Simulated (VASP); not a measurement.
Wanted: the native input for a VASP 6.6.1 run.

- Task: single point
- Functional: r2SCAN
- Potentials or basis: VASP PAW PBE potentials, release 64 (Si, C)
- Cutoff: 520 eV
- k mesh: 7 × 5 × 2
- Occupations: gaussian, width 0.05 eV
- Spin: no spin polarisation
- Dipole correction: no
- Further INCAR settings: LREAL = Auto; ALGO = Normal; EDIFF = 1e-07; NBANDS = 46

The system is SiC.

```xyz
16
Lattice="1.5376 -2.6632 0.0000 0.0000 0.0000 -5.0482 9.4819 4.8824 0.8415" Properties=species:S:1:pos:R:3 pbc="T T T"
Si    8.4568    3.1071   -5.0249
Si    0.7688    0.4439   -5.0249
Si    3.8440    0.4439   -5.0249
Si    5.3816    3.1071   -5.0249
Si    9.9944    2.2193   -2.5008
Si    2.3064   -0.4439   -2.5008
Si    5.3816   -0.4439   -2.5008
Si    6.9192    2.2193   -2.5008
C     8.4568    3.1071   -3.1279
C     0.7688    0.4439   -3.1279
C     3.8440    0.4439   -3.1279
C     5.3816    3.1071   -3.1279
C     9.9944    2.2193   -0.6038
C     2.3064   -0.4439   -0.6038
C     5.3816   -0.4439   -0.6038
C     6.9192    2.2193   -0.6038
```

These files were run (other wordings do the same):

POSCAR

```
SiC
1.0
    1.5375975033     -2.6631969973      0.0000000000
    0.0000000000      0.0000000000     -5.0481668562
    9.4819025236      4.8824390552      0.8415294149
Si C
8 8
Direct
    0.3610833333      1.1343137842      0.8333333333
   -0.0138916667      1.0092887842      0.0833333333
    0.4444333333      1.0509637842      0.3333333333
   -0.0972416667      1.0926387842      0.5833333333
    0.8471916667      0.6482054508      0.9166666667
    0.4722166667      0.5231804508      0.1666666667
    0.9305416667      0.5648554508      0.4166666667
    0.3888666667      0.6065304508      0.6666666667
    0.3610833333      0.7585195492      0.8333333333
   -0.0138916667      0.6334945492      0.0833333333
    0.4444333333      0.6751695492      0.3333333333
   -0.0972416667      0.7168445492      0.5833333333
    0.8471916667      0.2724112158      0.9166666667
    0.4722166667      0.1473862158      0.1666666667
    0.9305416667      0.1890612158      0.4166666667
    0.3888666667      0.2307362158      0.6666666667
```

INCAR.step1

```
SYSTEM = SiC
  ALGO = Normal
  EDIFF = 1E-4
  ENCUT = 520
  GGA = PE
  ISMEAR = 0
  LASPH = .True.
  LCHARG = .False.
  LREAL = Auto
  LWAVE = .True.
  NBANDS = 46
  NELM = 100
  PREC = Accurate
  SIGMA = 0.05
```

INCAR.step2

```
SYSTEM = SiC
  ALGO = Normal
  EDIFF = 1E-7
  ENCUT = 520
  ISIF = 2
  ISMEAR = 0
  ISTART = 1
  LASPH = .True.
  LCHARG = .False.
  LMIXTAU = .True.
  LREAL = Auto
  LWAVE = .False.
  METAGGA = R2SCAN
  NBANDS = 46
  NELM = 100
  PREC = Accurate
  SIGMA = 0.05
```

KPOINTS

```
k-points
0
Gamma
  7 5 2
  0 0 0
```

Potentials or basis: VASP PAW PBE potentials, release 64 (Si, C).

Launch:

```sh
$ cat potpaw_PBE.64/Si/POTCAR potpaw_PBE.64/C/POTCAR > POTCAR
$ cp INCAR.step1 INCAR
$ mpirun -np 1 vasp_std > vasp.out
$ cp INCAR.step2 INCAR
$ mpirun -np 1 vasp_std > vasp.out
```

It gave:

The pressure is 0.5 GPa and the largest force is 3.652 eV/Å. The band gap on the k mesh is 0.98 eV (least direct gap 1.88 eV).

Caveat: the PAW data sets were made with another functional, which shifts forces and pressure a little; an odd mesh through Γ misses points on the zone boundary, where band edges can lie.

It took 23 min on 1 thread of AMD EPYC 7R43 64-Core Processor (Zen 3), with other jobs on the host, peak memory 0.33 GiB.
